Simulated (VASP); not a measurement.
# CuO (C2/c) in VASP: a series of runs

The runs below take CuO through single point, relaxation of shape and atoms at fixed volume, with PBE.

Everything below comes from runs of VASP 6.6.1. Logs are shortened: lines on timing, memory, paths and dates and some standing lists are left out, and cuts for length are marked.

**1. The cell of the first run**

Symmetry: C2/c, No. 15, monoclinic system. The conventional cell has a = 4.433 Å, b = 3.630 Å, c = 5.098 Å, α = 90.00°, β = 98.71°, γ = 90.00°. Within 2.5 Å of Cu (site symmetry -1) lie 4 O at 1.91 to 1.94 Å. O (site symmetry 2) has 4 Cu at 1.91 to 1.94 Å and 2 O at 2.58 Å within 2.6 Å.

**2. Single point, PBE**

The input, INCAR:

```
SYSTEM = CuO
ALGO     = Normal         ! electronic algorithm
EDIFF    = 1E-6           ! SCF threshold, eV
ENCUT    = 520            ! plane-wave cutoff, eV
GGA      = PE             ! functional
ISIF     = 2              ! what is computed and relaxed
ISMEAR   = 1              ! smearing method
LASPH    = .True.         ! aspherical terms in the spheres
LCHARG   = .False.        ! write CHGCAR
LREAL    = .False.        ! projectors in reciprocal space
LWAVE    = .False.        ! write WAVECAR
NBANDS   = 25             ! bands
NELM     = 100            ! most SCF steps
PREC     = Accurate       ! precision mode
SIGMA    = 0.1            ! smearing width, eV
```

The input, KPOINTS:

```
k-points
0
Gamma
  9 9 5
  0 0 0
```

The input, POSCAR:

```
CuO
1.0
    2.2166251604     -1.8148167433      0.0074432058
    2.2166251604      1.8148167433      0.0074432058
   -0.7884981854      0.0000000000      5.0361597837
Cu O
2 2
Direct
    0.0000000000      0.5000000000      0.0000000000
    0.5000000000      0.0000000000      0.5000000000
    0.5563637699      0.4436362301      0.2500000000
    0.4436362301      0.5563637699      0.7500000000
```

Potentials or basis: VASP PAW PBE potentials, release 64 (Cu, O).

Launch:

```sh
$ cat potpaw_PBE.64/Cu/POTCAR potpaw_PBE.64/O/POTCAR > POTCAR
$ mpirun -np 1 vasp_std > vasp.out
```

OUTCAR:

```text
SYSTEM = CuO
   EDIFF = 1E-6
   ENCUT = 520
   GGA = PE
   ISIF = 2
   ISMEAR = 1
   LASPH = .True.
   LREAL = .False.
   NELM = 100
   PREC = Accurate

 ion  position               nearest neighbor table
   1  0.000  0.500  0.000-   3 1.91   4 1.91   4 1.94   3 1.94
   2  0.500  0.000  0.500-   4 1.91   3 1.91   4 1.94   3 1.94
   3  0.556  0.444  0.250-   2 1.91   1 1.91   2 1.94   1 1.94
   4  0.444  0.556  0.750-   1 1.91   2 1.91   2 1.94   1 1.94

  LATTYP: Found a base centered monoclinic cell.
 ALAT       =     4.4332753143
 B/A-ratio  =     0.8187250349
 C/A-ratio  =     1.1498299211
 COS(beta)  =    -0.1513645917

  Lattice vectors:

 A1 = (   2.2166251604,  -1.8148167433,   0.0074432058)
 A2 = (   2.2166251604,   1.8148167433,   0.0074432058)
 A3 = (  -0.7884981854,   0.0000000000,   5.0361597837)

Analysis of symmetry for initial positions (statically):
=====================================================================
 Subroutine PRICEL returns:
 Original cell was already a primitive cell.

 Routine SETGRP: Setting up the symmetry group for a
 base centered monoclinic supercell.

 Subroutine GETGRP returns: Found  4 space group operations
 (whereof  2 operations were pure point group operations)
 out of a pool of  4 trial point group operations.

The static configuration has the point symmetry S_2 .
 The point group associated with its full space group is C_2h.

Analysis of symmetry for dynamics (positions and initial velocities):
=====================================================================
 Subroutine PRICEL returns:
 Original cell was already a primitive cell.

 Routine SETGRP: Setting up the symmetry group for a
 base centered monoclinic supercell.

 Subroutine GETGRP returns: Found  4 space group operations
 (whereof  2 operations were pure point group operations)
 out of a pool of  4 trial point group operations.

The dynamic configuration has the point symmetry S_2 .
 The point group associated with its full space group is C_2h.

 Subroutine INISYM returns: Found  4 space group operations
 (whereof  2 operations are pure point group operations),
 and found     1 'primitive' translations

----------------------------------------------------------------------------------------

                                     Primitive cell

  volume of cell :      40.5399

  direct lattice vectors                    reciprocal lattice vectors
     2.216625160 -1.814816743  0.007443206     0.225449606 -0.275509911  0.035298047
     2.216625160  1.814816743  0.007443206     0.225449606  0.275509911  0.035298047
    -0.788498185  0.000000000  5.036159784    -0.000666408  0.000000000  0.198459656

  length of vectors
     2.864793590  2.864793590  5.097512605     0.357741790  0.357741790  0.198460775

  position of ions in fractional coordinates (direct lattice)
     0.000000000  0.500000000  1.000000000
     0.500000000  0.000000000  0.500000000
     0.556363770  0.443636230  0.250000000
     0.443636230  0.556363770  0.750000000

  ion indices of the primitive-cell ions
   primitive index   ion index
                 1           1
                 2           2
                 3           3
                 4           4

----------------------------------------------------------------------------------------

 KPOINTS: k-points

Automatic generation of k-mesh.
 Grid dimensions read from file:
 generate k-points for:    9    9    5

 Generating k-lattice:

  Cartesian coordinates                     Fractional coordinates (reciprocal lattice)
     0.025049956 -0.030612212  0.003922005     0.111111111  0.000000000  0.000000000
     0.025049956  0.030612212  0.003922005     0.000000000  0.111111111  0.000000000
    -0.000133282  0.000000000  0.039691931    -0.000000000 -0.000000000  0.200000000

  Length of vectors
     0.039749088  0.039749088  0.039692155

  Shift w.r.t. Gamma in fractional coordinates (k-lattice)
     0.000000000  0.000000000  0.000000000

 Subroutine IBZKPT returns following result:
 ===========================================

 Found    115 irreducible k-points:

 Following reciprocal coordinates:
            Coordinates               Weight
  0.000000  0.000000  0.000000      1.000000
  0.111111 -0.000000  0.000000      4.000000
  0.222222 -0.000000 -0.000000      4.000000
  0.333333  0.000000  0.000000      4.000000
  0.444444 -0.000000 -0.000000      4.000000
  0.111111  0.111111  0.000000      2.000000
[... 16 lines left out ...]
 -0.333333  0.333333  0.000000      2.000000
  0.444444  0.444444 -0.000000      2.000000
 [... further k-points ...]
   k-points           NKPTS =    115   k-points in BZ     NKDIM =    115   number of bands    NBANDS=     25
   number of dos      NEDOS =    301   number of ions     NIONS =      4
   total plane-waves  NPLWV =  23040
   dimension x,y,z NGX =    24 NGY =   24 NGZ =   40
   dimension x,y,z NGXF=    48 NGYF=   48 NGZF=   80
   ions per type =               2   2
   NGX,Y,Z   is equivalent  to a cutoff of  13.93, 13.93, 13.05 a.u.
   NGXF,Y,Z  is equivalent  to a cutoff of  27.85, 27.85, 26.09 a.u.
 SYSTEM =  CuO
   PREC   = accura    normal or accurate (medium, high low for compatibility)
   ISTART =      0    job   : 0-new  1-cont  2-samecut
   ICHARG =      2    charge: 1-file 2-atom 10-const
   ISPIN  =      1    spin polarized calculation?
   LNONCOLLINEAR =      F non collinear calculations
   LSORBIT =      F    spin-orbit coupling
   LASPH  =      T    aspherical Exc in radial PAW
   ENCUT  =  520.0 eV  38.22 Ry    6.18 a.u.   5.33  5.33  9.48*2*pi/ulx,y,z
   NELM   =    100;   NELMIN=  2; NELMDL= -5     # of ELM steps
   EDIFF  = 0.1E-05   stopping-criterion for ELM
   LREAL  =      F    real-space projection
   EDIFFG = 0.1E-04   stopping-criterion for IOM
   NSW    =      0    number of steps for IOM
   IBRION =     -1    ionic relax: 0-MD 1-quasi-New 2-CG
   NFREE  =      0    steps in history (QN), initial steepest desc. (CG)
   ISIF   =      2    stress and relaxation
   ISYM   =      2    0-nonsym 1-usesym 2-fastsym
   POTIM  = 0.5000    time-step for ionic-motion
   TEBEG  =    0.0;   TEEND  =   0.0 temperature during run
   PSTRESS=    0.0 pullay stress
   NELECT =      34.0000    total number of electrons
   NUPDOWN=      -1.0000    fix difference up-down
   EMIN   =  10.00;   EMAX   =-10.00  energy-range for DOS
   EFERMI =   0.00;   METHOD = LEGACY
   ISMEAR =     1;   SIGMA  =   0.10  broadening in eV -4-tet -1-fermi 0-gaus
   EFERMI_NEDOS =   21; number of points for ismear=-14 and -15
   IALGO  =     38    algorithm
   IMIX   =      4    mixing-type and parameters
     AMIX     =   0.40;   BMIX     =  1.00
     AMIX_MAG =   1.60;   BMIX_MAG =  1.00
  volume/ion in A,a.u.               =      10.13        68.39
  Fermi-wavevector in a.u.,A,eV,Ry     =   1.543856  2.917465 32.429381  2.383492
  Thomas-Fermi vector in A             =   2.649460
   LORBIT       =      0    0 simple, 1 ext, 2 COOP (PROOUT), +10 PAW based schemes
   GGA     = PE    functional components
   LHFCALC =     F    Hartree Fock is set to
   AEXX    =    0.0000 exact exchange contribution
   IVDW    =     0    specifies the selected vdW correction
   LEPSILON=     F    determine dielectric tensor
   LRPA    =     F    only Hartree local field effects (RPA)
 non-spin polarized calculation
 Methfessel and Paxton  Order N= 1 SIGMA  =   0.10
  energy-cutoff  :      520.00
  volume of cell :       40.54
 maximum number of plane-waves:      1105
 NGX is ok and might be reduce to    24
   NGX = 11   NGY = 11   NGZ = 19

 number of electron      34.0000015 magnetization

 Free energy of the ion-electron system (eV)
  ---------------------------------------------------
  ext. energy  EPLUGINS =         0.00000000
  ---------------------------------------------------
  free energy    TOTEN  =       -19.54057572 eV

  energy without entropy =      -19.54087435  energy(sigma->0) =      -19.54067526

 E-fermi :   5.8718     XC(G=0): -11.8763

 val. band max:        5.8678046222   @ k =  -0.1111   0.1111   0.0000
 cond. band min:       5.8739751065   @ k =  -0.4444   0.4444   0.4000
 fundamental gap:      0.0061704843
 Fermi energy:         5.8718398890

 k-point     1 :       0.0000    0.0000    0.0000
  band No.  band energies     occupation
      1     -14.3678      2.00000
      2     -12.9627      2.00000
      3      -2.6453      2.00000
      4       0.0541      2.00000
      5       0.3124      2.00000
      6       2.1100      2.00000
[... 17 lines left out ...]
     24      21.7561      0.00000
     25      22.1479      0.00000

 k-point     2 :       0.1111   -0.0000    0.0000
  band No.  band energies     occupation
      1     -14.2877      2.00000
      2     -12.9389      2.00000
      3      -2.5161      2.00000
      4       0.0296      2.00000
      5       0.2967      2.00000
      6       1.3403      2.00000
[... 17 lines left out ...]
     24      21.2444      0.00000
     25      22.3546      0.00000

 k-point     3 :       0.2222   -0.0000   -0.0000
  band No.  band energies     occupation
      1     -14.0757      2.00000
      2     -12.8778      2.00000
      3      -2.1782      2.00000
      4      -0.0621      2.00000
      5       0.0884      2.00000
      6       0.3615      2.00000
[... 17 lines left out ...]
     24      20.8223      0.00000
     25      22.0627      0.00000

 k-point     4 :       0.3333    0.0000    0.0000
  band No.  band energies     occupation
      1     -13.8172      2.00000
      2     -12.8067      2.00000
      3      -1.7806      2.00000
      4      -0.9651      2.00000
      5      -0.1233      2.00000
      6       0.4139      2.00000
[... 17 lines left out ...]
     24      19.9095      0.00000
     25      21.6692      0.00000
[... 477 lines left out ...]
 k-point    22 :      -0.4444    0.3333    0.0000
  band No.  band energies     occupation
      1     -13.1833      2.00000
      2     -12.6665      2.00000
      3      -1.3310      2.00000
      4      -0.6809      2.00000
      5      -0.5006      2.00000
      6       0.1346      2.00000
[... 17 lines left out ...]
     24      18.9323      0.00000
     25      19.8511      0.00000

 k-point    23 :      -0.3333    0.3333    0.0000
  band No.  band energies     occupation
      1     -13.3120      2.00000
      2     -12.6861      2.00000
      3      -0.9425      2.00000
      4      -0.8279      2.00000
      5      -0.6487      2.00000
      6       0.0050      2.00000
[... 17 lines left out ...]
     24      18.7010      0.00000
     25      20.0111      0.00000

 k-point    24 :       0.4444    0.4444   -0.0000
  band No.  band energies     occupation
      1     -13.0640      2.00000
      2     -12.6514      2.00000
      3      -1.5121      2.00000
      4      -0.6262      2.00000
      5      -0.4016      2.00000
      6       0.1999      2.00000
[... 17 lines left out ...]
     24      18.7014      0.00000
     25      19.2258      0.00000

 [... further k-points ...]

------------------------ aborting loop because EDIFF is reached ----------------------------------------

  FORCE on cell =-STRESS in cart. coord.  units (eV):
  Direction    XX          YY          ZZ          XY          YZ          ZX
  --------------------------------------------------------------------------------------
  -------------------------------------------------------------------------------------
  Total        2.9901520      2.9031806      3.0603913      0.0000000      0.0000000     -0.0027088
  in kB      118.1737574    114.7365619    120.9496847      0.0000000      0.0000000     -0.1070556
  external PRESSURE =     117.9533346 kB  Pullay stress =       0.0000000 kB

 VOLUME and BASIS-vectors are now :
 -----------------------------------------------------------------------------
  energy-cutoff  :      520.00
  volume of cell :       40.54
      direct lattice vectors                 reciprocal lattice vectors
     2.216625160 -1.814816743  0.007443206     0.225449606 -0.275509911  0.035298047
     2.216625160  1.814816743  0.007443206     0.225449606  0.275509911  0.035298047
    -0.788498185  0.000000000  5.036159784    -0.000666408  0.000000000  0.198459656

 POSITION                                       TOTAL-FORCE (eV/Angst)
 -----------------------------------------------------------------------------------
      1.10831      0.90741      0.00372         0.000000     -0.000000     -0.000000
      0.71406     -0.90741      2.52180         0.000000      0.000000     -0.000000
      2.01950     -0.20458      1.26648        -0.000000     -0.043601     -0.000000
      1.62525      0.20458      3.78456         0.000000      0.043601      0.000000
 -----------------------------------------------------------------------------------
    total drift:                               -0.000000     -0.000000     -0.000000

  FREE ENERGIE OF THE ION-ELECTRON SYSTEM (eV)
  ---------------------------------------------------
  free  energy   TOTEN  =       -19.5405757207 eV

  energy  without entropy=      -19.5408743515  energy(sigma->0) =      -19.54067526
```

Run time: 77 s. Hardware: 1 thread of Intel Xeon Platinum 8488C (Sapphire Rapids), shared host; peak memory 0.22 GiB.

Results:

```
Free energy            : -19.5406 eV
Pressure               : 11.8 GPa
Largest force          : 0.044 eV/Å
Band gap on the k mesh : zero (bands 17 and 18 overlap by 0.67 eV)
```

Forces on the atoms (eV/Å):
```
Cu   0.000  0.000  0.000
Cu   0.000  0.000  0.000
O    0.000 -0.044  0.000
O    0.000  0.044  0.000
```

Caveat: the cell stands under pressure; semilocal functionals often make such compounds metallic where correlation or magnetic order opens a gap, which also shifts bond lengths. With open d or f shells a metallic result of PBE can be an artefact of self-interaction; +U or a hybrid may open a gap.

**3. Relaxation of shape and atoms at fixed volume, PBE**

The input, INCAR:

```
PREC = Accurate
ENCUT = 600
EDIFF = 1E-7
ISMEAR = 1
SIGMA = 0.1
LREAL = False
LASPH = True
NELM = 60
ALGO = Normal
ISIF = 4
LWAVE = False
LCHARG = False
GGA = PE
IBRION = 2
NSW = 80
EDIFFG = -0.02
```

The input, KPOINTS:

```
Automatic mesh
0
Gamma
  9 9 5
```

The input, POSCAR:

```
CuO
1.0
    2.3418500000     -1.7113000000      0.0000000000
    2.3418500000      1.7113000000      0.0000000000
   -0.8500270000      0.0000000000      5.0578690000
Cu O
2 2
Direct
    0.0000000000      0.5000000000      0.0000000000
    0.5000000000      0.0000000000      0.5000000000
    0.5816000000      0.4184000000      0.2500000000
    0.4184000000      0.5816000000      0.7500000000
```

Potentials or basis: VASP PAW PBE potentials, release 64 (Cu, O).

Launch:

```sh
$ cat potpaw_PBE.64/Cu/POTCAR potpaw_PBE.64/O/POTCAR > POTCAR
$ mpirun -np 1 vasp_std > vasp.out
```

Wall time 6.4 min (1 thread of Intel Xeon Platinum 8488C (Sapphire Rapids), shared host); peak memory 0.24 GiB.

Results (log left out):

```
Free energy               : -19.5475 eV
Energy gained by relaxing : 4.9 meV/atom
Ionic steps               : 8
Pressure after relaxing   : 10.0 GPa
Band gap on the k mesh    : zero (bands 17 and 18 overlap by 0.58 eV)
```

Stress tensor (GPa, compression positive):
```
 9.92  0.00 -0.01
 0.00 10.05  0.00
-0.01  0.00 10.15
```

Step by step:
```csv
step,energy change (eV),largest force (eV/Å),pressure (GPa),volume (Å³)
1,0.0000,0.2207,6.26,40.54
2,-0.0062,0.1273,6.55,40.54
3,-0.0085,0.0271,6.94,40.54
4,-0.0111,0.0219,7.36,40.54
5,-0.0156,0.0122,8.43,40.54
6,-0.0171,0.0058,10.58,40.54
7,-0.0176,0.0013,9.89,40.54
8,-0.0198,0.0000,10.04,40.54
```

Final structure:
```xyz
4
Lattice="2.2576 -1.7833 -0.0021 2.2576 1.7833 -0.0021 -0.8235 0.0000 5.0356" Properties=species:S:1:pos:R:3 pbc="T T T"
Cu    2.5629   -0.8916    5.0325
Cu    0.7170   -0.8916    2.5168
O     2.0517   -0.2274    1.2568
O     1.6400    0.2274    3.7746
```

Levels at points of the mesh, in eV from the Fermi level:
| k point | band 14 | band 15 | band 16 | band 17 | band 18 | band 19 | band 20 | band 21 |
| --- | --- | --- | --- | --- | --- | --- | --- | --- |
| (0.00, 0.00, 0.00) | -2.33 | -2.33 | -1.78 | 0.30 | 0.90 | 1.74 | 5.99 | 8.07 |

Caveat: semilocal functionals often make such compounds metallic where correlation or magnetic order opens a gap, which also shifts bond lengths. With open d or f shells a metallic result of PBE can be an artefact of self-interaction; +U or a hybrid may open a gap.
